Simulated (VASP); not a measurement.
Wanted: the native input for a VASP 6.6.1 run.

- Task: single point
- Functional: LDA
- Potentials or basis: VASP PAW LDA potentials, release 64 (B, As_d)
- Cutoff: 560 eV
- k mesh: 8 × 8 × 8
- Occupations: gaussian, width 0.01 eV
- Spin: no spin polarisation
- Dipole correction: no
- Further INCAR settings: ALGO = Normal; EDIFF = 1e-06; NBANDS = 16

The structure of BAs lies in POSCAR:

```
BAs
1.0
    0.0000000000      2.3659881175      2.3659881175
    2.3659881175      0.0000000000      2.3659881175
    2.3659881175      2.3659881175      0.0000000000
B As
1 1
Direct
    0.0000000000      0.0000000000      0.0000000000
    0.2500000000      0.2500000000      0.2500000000
```

The input as run:

INCAR

```
SYSTEM = BAs
  ALGO = Normal
  EDIFF = 1E-6
  ENCUT = 560
  GGA_COMPAT = .FALSE.
  ISIF = 2
  ISMEAR = 0
  LASPH = .TRUE.
  LCHARG = .FALSE.
  LREAL = .FALSE.
  LWAVE = .FALSE.
  NBANDS = 16
  NELM = 120
  PREC = Accurate
  SIGMA = 0.01
```

KPOINTS

```
k-points
0
G
  8 8 8
  0 0 0
```

Potentials or basis: VASP PAW LDA potentials, release 64 (B, As_d).

The run is started by

```console
$ cat potpaw_LDA.64/B/POTCAR potpaw_LDA.64/As_d/POTCAR > POTCAR
$ mpirun -np 1 vasp_std > vasp.out
```

Results of the run:

```yaml
Pressure: 1.1 GPa
Band_gap_on_the_k_mesh: 1.12 eV (least direct gap 3.29 eV)
```

Wall time 11 s on 1 thread of AMD EPYC 7R13 Processor (Zen 3) (shared host), peak memory 0.11 GiB.
